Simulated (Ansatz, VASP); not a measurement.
**Rh in VASP and in Ansatz**

```
Rh
1.0
     0.00000    1.83855    1.83855
     1.83855    0.00000    1.83855
     1.83855    1.83855    0.00000
Rh
1
Direct
  0.00000 0.00000 0.00000
```

Change from the starting cell: volume scaled by 0.94, LAPW.

Alike in both runs: task single point; functional LDA; k mesh 17 × 17 × 17; occupations fermi-dirac, width 0.05 eV; no spin polarisation.

```csv
,VASP,Ansatz
version,VASP 6.6.1,Ansatz 0.2.0
potentials or method,"VASP PAW LDA potentials, release 64 (Rh_pv), cutoff 520 eV","all-electron LAPW, scalar-relativistic"
```

Ansatz gave:

```
pressure (GPa) : 23.0
```

Q: Which values does VASP return?

A: Pressure (GPa): 24.1.

LDA's correlation is that of Perdew and Zunger in VASP and of Perdew and Wang (1992) in Ansatz. Ansatz ran all-electron here, and VASP with PAW potentials.
